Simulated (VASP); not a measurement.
A run of VASP 6.6.1:

Contents of INCAR:

```
ALGO     = Normal         # electronic algorithm
EDIFF    = 1E-7           # SCF threshold, eV
ENCUT    = 520            # plane-wave cutoff, eV
GGA      = CA             # functional
ISIF     = 2              # what is computed and relaxed
ISMEAR   = -1             # smearing method
LASPH    = T              # aspherical terms in the spheres
LCHARG   = F              # write CHGCAR
LREAL    = F              # projectors in reciprocal space
LWAVE    = F              # write WAVECAR
NBANDS   = 10             # bands
NELM     = 60             # most SCF steps
PREC     = Accurate       # precision mode
SIGMA    = 0.05           # smearing width, eV
```

Contents of KPOINTS:

```
k-points
0
Gamma
  14 14 14
```

File POSCAR:

```
I
1.0
    0.0000000000      2.4057785248      2.4057785248
    2.4057785248      0.0000000000      2.4057785248
    2.4057785248      2.4057785248      0.0000000000
I
1
Direct
    0.0000000000      0.0000000000      0.0000000000
```

Potentials or basis: VASP PAW LDA potentials, release 64 (I).

The run is started by

```sh
$ cat potpaw_LDA.64/I/POTCAR > POTCAR
$ mpirun -np 1 vasp_std > vasp.out
```

Hardware: 1 thread of Intel(R) Xeon(R) 6975P-C (Granite Rapids), on a shared host.

Task: How long does it take, and how much memory?

Result: Run time: 10 s on 1 thread of Intel(R) Xeon(R) 6975P-C (Granite Rapids), with other jobs on the host, peak memory 0.15 GiB. Counts: scf iterations 11, k points 104.
